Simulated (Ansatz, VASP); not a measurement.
# Zr in VASP and in Ansatz

INCAR

```
ALGO = Normal
EDIFF = 1E-7
ENCUT = 520
GGA = PS
ISIF = 2
ISMEAR = -1
LASPH = T
LCHARG = T
LELF = T
LREAL = F
LVHAR = T
LWAVE = F
NBANDS = 12
NELM = 60
PREC = Accurate
SIGMA = 0.08
```

Contents of KPOINTS:

```
k-points
0
Gamma
  14 14 14
```

The input POSCAR:

```
Zr
1.0
   -1.8462000000      1.8462000000      1.8100000000
    1.8462000000     -1.8462000000      1.8100000000
    1.8462000000      1.8462000000     -1.8100000000
Zr
1
Direct
    0.0000000000      0.0000000000      0.0000000000
```

Input for Ansatz:

```yaml
crystal:
  lattice:
    - [-1.8462, 1.8462, 1.81]
    - [1.8462, -1.8462, 1.81]
    - [1.8462, 1.8462, -1.81]
  atoms:
    - { symbol: Zr, position: [0.0, 0.0, 0.0] }
kpoints:
  mp_grid: { grid: [14, 14, 14] }
  band_path:
    path:
      - [0.0, 0.0, 0.0]
      - [0.0, 0.0, 0.5]
      - [-0.5, 0.5, 0.5]
      - [0.0, 0.0, 0.0]
      - [0.4902921953, 0.4902921953, -0.4902921953]
      - [-0.4902921953, 0.5097078047, 0.4902921953]
      - [-0.5, 0.5, 0.5]
      - [0.0, 0.0, 0.5]
      - [0.25, 0.25, 0.25]
    npoints: 5
scf:
  occupations: { method: fermi_dirac, width: 0.08 }
hamiltonian:
  xc: pbesol
  pseudopotentials: { kind: all_electron, lapw: { basis_error: 0.0005 } }
output:
  forces: true
  stress: true
  eigenvalues: true
```

Change from the starting cell: equal xx and yy strain of +2 %.

Alike in both runs: task single point; functional PBEsol; k mesh 14 × 14 × 14; occupations fermi-dirac, width 0.08 eV; no spin polarisation.

|  | VASP | Ansatz |
| --- | --- | --- |
| version | VASP 6.6.1 | Ansatz 0.2.0 |
| potentials or method | VASP PAW PBE potentials, release 64 (Zr_sv), cutoff 520 eV | all-electron LAPW, scalar-relativistic |

VASP gave:

- pressure (GPa): -9.2
- traceless stress, the component that is largest in VASP (GPa): -0.19

Question: Estimate Ansatz's values.

Answer: Pressure (GPa): -9.3; traceless stress, the component that is largest in VASP (GPa): -0.19.

VASP's potentials were made for PBE, not for PBEsol. Ansatz ran all-electron here, and VASP with PAW potentials.
